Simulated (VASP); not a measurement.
Here is a VASP 6.6.1 calculation.

The input INCAR:

```
PREC = Accurate
ENCUT = 500
EDIFF = 1E-6
ISMEAR = 0
SIGMA = 0.1
LREAL = F
LASPH = T
NELM = 200
ALGO = Normal
ISIF = 2
LWAVE = F
LCHARG = F
LDAU = T
LDAUTYPE = 2
LDAUL = -1 1
LDAUU = 0 7.1
LDAUJ = 0 0
LDAUPRINT = 1
GGA = PE
ISYM = 0
NBANDS = 14
GGA_COMPAT = F
```

Contents of KPOINTS:

```
Automatic mesh
0
Gamma
  5 3 1
```

POSCAR

```
NaCl
1.0
    3.5021900000      0.0000000000      0.0000000000
    0.0000000000      3.5021900000      0.0000000000
    0.0000000000      0.0000000000      3.5021900000
Na Cl
1 1
Direct
    0.0000000000      0.0000000000      0.0000000000
    0.5000000000      0.5000000000      0.5000000000
```

Potentials or basis: VASP PAW PBE potentials, release 64 (Na_pv, Cl).

The run is started by

```sh
$ cat potpaw_PBE.64/Na_pv/POTCAR potpaw_PBE.64/Cl/POTCAR > POTCAR
$ mpirun -np 1 vasp_std > vasp.out
```

(1) Estimate the pressure.

(2) What does it give for the band gap on the k mesh?

Results:

(1) 4.9 GPa.

(2) 4.43 eV (least direct gap 4.61 eV).

Caveat: the k points lie up to 1.79 Å⁻¹ apart; an odd mesh through Γ misses points on the zone boundary, where band edges can lie.
